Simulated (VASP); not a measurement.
# SiO2 (Pnnm) in VASP: notebook, part 2 of 2

VASP 6.6.1.

### 4 Single point, PBE (atoms displaced along a vibrational mode, the cell strained)

Input file INCAR:

```
ALGO     = Normal         # electronic algorithm
EDIFF    = 1E-6           # SCF threshold, eV
ENCUT    = 520            # plane-wave cutoff, eV
GGA      = PE             # functional
ISIF     = 2              # what is computed and relaxed
ISMEAR   = 0              # smearing method
LASPH    = True           # aspherical terms in the spheres
LCHARG   = False          # write CHGCAR
LREAL    = False          # projectors in reciprocal space
LWAVE    = False          # write WAVECAR
NBANDS   = 25             # bands
NELM     = 60             # most SCF steps
PREC     = Accurate       # precision mode
SIGMA    = 0.05           # smearing width, eV
```

Input file KPOINTS:

```
k-points
0
Gamma
  6 6 8
```

Input file POSCAR:

```
SiO2
1.0
    4.2358788266      0.0000000000      0.0000000000
    0.0000000000      4.0380632854      0.0000000000
    0.0000000000      0.0000000000      2.6897743046
Si O
2 4
Direct
    0.5000000000      0.5000000000      0.5000000000
    0.0000000000      0.0000000000      0.0000000000
    0.6743831010      0.7116424844      0.0000000000
    0.1743831010      0.7883575156      0.5000000000
    0.3256168990      0.2883575156      0.0000000000
    0.8256168990      0.2116424844      0.5000000000
```

Potentials or basis: VASP PAW PBE potentials, release 64 (Si, O).

Launch:

```console
> cat potpaw_PBE.64/Si/POTCAR potpaw_PBE.64/O/POTCAR > POTCAR
> mpirun -np 1 vasp_std > vasp.out
```

OUTCAR:

```text
EDIFF = 1E-6
   ENCUT = 520
   GGA = PE
   ISIF = 2
   ISMEAR = 0
   LASPH = True
   LREAL = False
   NELM = 60
   PREC = Accurate

 ion  position               nearest neighbor table
   1  0.500  0.500  0.500-   3 1.76   5 1.76   3 1.76   5 1.76   4 1.81   6 1.81
   2  0.000  0.000  0.000-   4 1.76   6 1.76   4 1.76   6 1.76   5 1.81   3 1.81
   3  0.674  0.712  0.000-   1 1.76   1 1.76   2 1.81
   4  0.174  0.788  0.500-   2 1.76   2 1.76   1 1.81
   5  0.326  0.288  0.000-   1 1.76   1 1.76   2 1.81
   6  0.826  0.212  0.500-   2 1.76   2 1.76   1 1.81

  LATTYP: Found a simple orthorhombic cell.
 ALAT       =     2.6897743046
 B/A-ratio  =     1.5012647264
 C/A-ratio  =     1.5748082727

  Lattice vectors:

 A1 = (   0.0000000000,   0.0000000000,  -2.6897743046)
 A2 = (   0.0000000000,   4.0380632854,   0.0000000000)
 A3 = (   4.2358788266,   0.0000000000,   0.0000000000)

Analysis of symmetry for initial positions (statically):
=====================================================================
 Subroutine PRICEL returns:
 Original cell was already a primitive cell.

 Routine SETGRP: Setting up the symmetry group for a
 simple orthorhombic supercell.

 Subroutine GETGRP returns: Found  8 space group operations
 (whereof  4 operations were pure point group operations)
 out of a pool of  8 trial point group operations.

The static configuration has the point symmetry C_2h.
 The point group associated with its full space group is D_2h.

Analysis of symmetry for dynamics (positions and initial velocities):
=====================================================================
 Subroutine PRICEL returns:
 Original cell was already a primitive cell.

 Routine SETGRP: Setting up the symmetry group for a
 simple orthorhombic supercell.

 Subroutine GETGRP returns: Found  8 space group operations
[... 133 lines left out ...]
  volume/ion in A,a.u.               =       7.67        51.75
  Fermi-wavevector in a.u.,A,eV,Ry     =   1.450488  2.741024 28.625488  2.103914
  Thomas-Fermi vector in A             =   2.568094
   LORBIT       =      0    0 simple, 1 ext, 2 COOP (PROOUT), +10 PAW based schemes
   GGA     = PE    functional components
   LHFCALC =     F    Hartree Fock is set to
   AEXX    =    0.0000 exact exchange contribution
   IVDW    =     0    specifies the selected vdW correction
   LEPSILON=     F    determine dielectric tensor
   LRPA    =     F    only Hartree local field effects (RPA)
 non-spin polarized calculation
 Gauss-broadening in eV      SIGMA  =   0.05
  energy-cutoff  :      520.00
  volume of cell :       46.01
 maximum number of plane-waves:      1264
 NGX is ok and might be reduce to    32
   NGX = 15   NGY = 15   NGZ = 11

 number of electron      31.9999988 magnetization

 Free energy of the ion-electron system (eV)
  ---------------------------------------------------
  ext. energy  EPLUGINS =         0.00000000
  ---------------------------------------------------
  free energy    TOTEN  =       -46.13878143 eV

  energy without entropy =      -46.13878143  energy(sigma->0) =      -46.13878143

 E-fermi :   8.4337     XC(G=0): -12.3493

 val. band max:        8.2024346538   @ k =   0.0000   0.0000   0.0000
 cond. band min:      14.1307060027   @ k =   0.0000   0.0000   0.0000
 fundamental gap:      5.9282713489
 Fermi energy:         8.4336911476

 k-point     1 :       0.0000    0.0000    0.0000
  band No.  band energies     occupation
      1     -14.2383      2.00000
      2     -10.5246      2.00000
      3     -10.4007      2.00000
      4     -10.3341      2.00000
      5      -2.3536      2.00000
      6       1.7332      2.00000
[... 661 lines left out ...]
     24      21.0685      0.00000
     25      23.1631      0.00000

 [... further k-points ...]

------------------------ aborting loop because EDIFF is reached ----------------------------------------

  FORCE on cell =-STRESS in cart. coord.  units (eV):
  Direction    XX          YY          ZZ          XY          YZ          ZX
  --------------------------------------------------------------------------------------
  -------------------------------------------------------------------------------------
  Total        3.6922331      5.8349953      2.4059764      0.0000000      0.0000000      0.0000000
  in kB      128.5781596    203.1976132     83.7856135      0.0000000      0.0000000      0.0000000
  external PRESSURE =     138.5204621 kB  Pullay stress =       0.0000000 kB

 VOLUME and BASIS-vectors are now :
 -----------------------------------------------------------------------------
  energy-cutoff  :      520.00
  volume of cell :       46.01
      direct lattice vectors                 reciprocal lattice vectors
     4.235878827  0.000000000  0.000000000     0.236078519  0.000000000  0.000000000
     0.000000000  4.038063285  0.000000000     0.000000000  0.247643469  0.000000000
     0.000000000  0.000000000  2.689774305     0.000000000  0.000000000  0.371778405

 POSITION                                       TOTAL-FORCE (eV/Angst)
 -----------------------------------------------------------------------------------
      2.11794      2.01903      1.34489         0.000000      0.000000      0.000000
      0.00000      0.00000      0.00000         0.000000      0.000000      0.000000
      2.85661      2.87366      0.00000         0.501135      0.269685      0.000000
      0.73867      3.18344      1.34489         0.501135     -0.269685      0.000000
      1.37927      1.16441      0.00000        -0.501135     -0.269685      0.000000
      3.49721      0.85463      1.34489        -0.501135      0.269685      0.000000
 -----------------------------------------------------------------------------------
    total drift:                                0.000000      0.000000      0.000000

  FREE ENERGIE OF THE ION-ELECTRON SYSTEM (eV)
  ---------------------------------------------------
  free  energy   TOTEN  =       -46.1387814331 eV

  energy  without entropy=      -46.1387814331  energy(sigma->0) =      -46.13878143
```

stdout:

```text
POSCAR found type information on POSCAR SiO
 POSCAR found :  2 types and       6 ions
 scaLAPACK will be used
 LDA part: xc-table for (Slater+PW92), standard interpolation
 POSCAR, INCAR and KPOINTS ok, starting setup
 FFT: planning ... GRIDC
 FFT: planning ... GRID_SOFT
 FFT: planning ... GRID
 WAVECAR not read
 entering main loop
```

It took 25 s on 1 thread of Intel Xeon Platinum 8559C (Emerald Rapids), shared host; peak memory 0.19 GiB.

What came out:

| Item | Value |
| --- | --- |
| Free energy | -46.1388 eV |
| Pressure | 13.9 GPa |
| Largest force | 0.569 eV/Å |
| Band gap on the k mesh | 5.93 eV |

Forces on the atoms (eV/Å):
```
Si   0.000  0.000  0.000
Si   0.000  0.000  0.000
O    0.501  0.270  0.000
O    0.501 -0.270  0.000
O   -0.501 -0.270  0.000
O   -0.501  0.270  0.000
```

Levels at points of the mesh, in eV from the valence-band top:
```csv
k point,band 13,band 14,band 15,band 16,band 17,band 18,band 19,band 20
"(0.00, 0.00, 0.00)",-2.45,-0.68,-0.45,0.00,5.93,6.62,8.40,8.82
"(0.50, 0.00, 0.00)",-2.54,-2.54,-0.91,-0.91,7.99,7.99,9.34,9.34
"(0.00, 0.50, 0.00)",-2.60,-2.60,-0.75,-0.75,7.69,7.69,8.93,8.93
"(0.50, 0.50, 0.00)",-2.47,-2.47,-1.91,-1.91,7.56,7.56,10.04,10.04
"(0.00, 0.00, 0.50)",-2.95,-2.95,-2.38,-2.38,9.45,9.45,12.94,12.94
"(0.50, 0.00, 0.50)",-1.91,-1.91,-1.89,-1.89,8.72,8.72,10.20,10.20
"(0.00, 0.50, 0.50)",-2.16,-2.16,-1.22,-1.22,9.62,9.62,10.43,10.43
"(0.50, 0.50, 0.50)",-1.62,-1.62,-1.27,-1.27,7.71,7.71,11.02,11.02
```

Caveat: the cell differs from its parent crystal (atoms displaced along a vibrational mode, the cell strained); the stress differs along the axes, from 8 to 20 GPa. A k mesh can miss the band edges.

### 5 Single point, PBE (atoms displaced along a vibrational mode, the cell strained)

Input file INCAR:

```
PREC     = Accurate       # precision mode
ENCUT    = 520            # plane-wave cutoff, eV
EDIFF    = 1E-7           # SCF threshold, eV
ISMEAR   = 0              # smearing method
SIGMA    = 0.05           # smearing width, eV
LREAL    = F              # projectors in reciprocal space
LASPH    = T              # aspherical terms in the spheres
NELM     = 60             # most SCF steps
ALGO     = Normal         # electronic algorithm
ISIF     = 2              # what is computed and relaxed
LWAVE    = F              # write WAVECAR
LCHARG   = T              # write CHGCAR
GGA      = PE             # functional
LELF     = T              # ELF
LVHAR    = T            
NBANDS   = 25             # bands
```

Input file KPOINTS:

```
Automatic mesh
0
Gamma
  6 6 8
```

Input file POSCAR:

```
SiO2
1.0
    4.2358788266      0.0000000000      0.0000000000
    0.0000000000      4.1371828499      0.0000000000
    0.0000000000      0.0000000000      2.6897743046
Si O
2 4
Direct
    0.5000000000      0.5000000000      0.5000000000
    0.0000000000      0.0000000000      0.0000000000
    0.7023276386      0.6836979468      0.0000000000
    0.2023276386      0.8163020532      0.5000000000
    0.2976723614      0.3163020532      0.0000000000
    0.7976723614      0.1836979468      0.5000000000
```

Launch:

```console
> cat potpaw_PBE.64/Si/POTCAR potpaw_PBE.64/O/POTCAR > POTCAR
> mpirun -np 1 vasp_std > vasp.out
```

Run time: 28 s. Hardware: 1 thread of Intel Xeon Platinum 8559C (Emerald Rapids), shared host; peak memory 0.19 GiB.

It converged, with:

```yaml
Free_energy: -46.2400 eV
Pressure: 6.8 GPa
Largest_force: 0.302 eV/Å
Band_gap_on_the_k_mesh: 5.37 eV
```

Forces in eV/Å, atoms in the order of the input:
```
Si   0.000  0.000  0.000
Si   0.000  0.000  0.000
O   -0.024  0.301  0.000
O   -0.024 -0.301  0.000
O    0.024 -0.301  0.000
O    0.024  0.301  0.000
```

Stress tensor (GPa, compression positive):
```
 1.33  0.00  0.00
 0.00 13.95  0.00
 0.00  0.00  5.20
```

Levels at points of the mesh, in eV from the valence-band top:
```tsv
k point	band 13	band 14	band 15	band 16	band 17	band 18	band 19	band 20
(0.00, 0.00, 0.00)	-2.55	-1.00	-0.69	0.00	5.37	6.54	8.18	8.50
(0.50, 0.00, 0.00)	-2.64	-2.64	-0.86	-0.86	7.41	7.41	8.86	8.86
(0.00, 0.50, 0.00)	-2.75	-2.75	-1.22	-1.22	7.58	7.58	8.95	8.95
(0.50, 0.50, 0.00)	-2.63	-2.63	-2.20	-2.20	7.19	7.19	9.85	9.85
(0.00, 0.00, 0.50)	-3.02	-3.02	-2.61	-2.61	8.91	8.91	12.51	12.51
(0.50, 0.00, 0.50)	-2.38	-2.38	-1.72	-1.72	8.71	8.71	9.72	9.72
(0.00, 0.50, 0.50)	-2.09	-2.09	-1.71	-1.71	8.63	8.63	9.79	9.79
(0.50, 0.50, 0.50)	-1.73	-1.73	-1.49	-1.49	7.08	7.08	10.86	10.86
```

Caveat: the cell differs from its parent crystal (atoms displaced along a vibrational mode, the cell strained); the stress differs along the axes, from 1 to 14 GPa. A k mesh can miss the band edges.

### 6 Summary

| cell | gap on the mesh (eV) | pressure (GPa) | largest force (eV/Å) |
| --- | --- | --- | --- |
| a = 4.236, b = 4.038, c = 2.690 Å, 6 atoms, atomic positions A | 5.75 | 15.0 | 0.49 |
| a = 4.236, b = 4.038, c = 2.690 Å, 6 atoms, atomic positions B | 5.66 | 13.8 | 0.51 |
| a = 4.236, b = 4.038, c = 2.690 Å, 6 atoms, atomic positions C | 5.93 | 13.9 | 0.57 |
| a = 4.236, b = 4.137, c = 2.690 Å, 6 atoms, atomic positions D | 5.37 | 6.8 | 0.30 |

Alike in all rows: task single point; level PBE; potentials or basis VASP PAW PBE potentials, release 64 (Si, O); no spin polarisation; k mesh 6 × 6 × 8; cutoff (eV) 520; smearing gaussian 0.05 eV.

Caveats: the stress differs along the axes, from 9 to 25 GPa (at least some runs); the stress differs along the axes, from 3 to 29 GPa (at least some runs); the stress differs along the axes, from 8 to 20 GPa (at least some runs); the stress differs along the axes, from 1 to 14 GPa (at least some runs).

Total energies depend on the potentials used, so only differences within one code and one set of settings carry meaning.
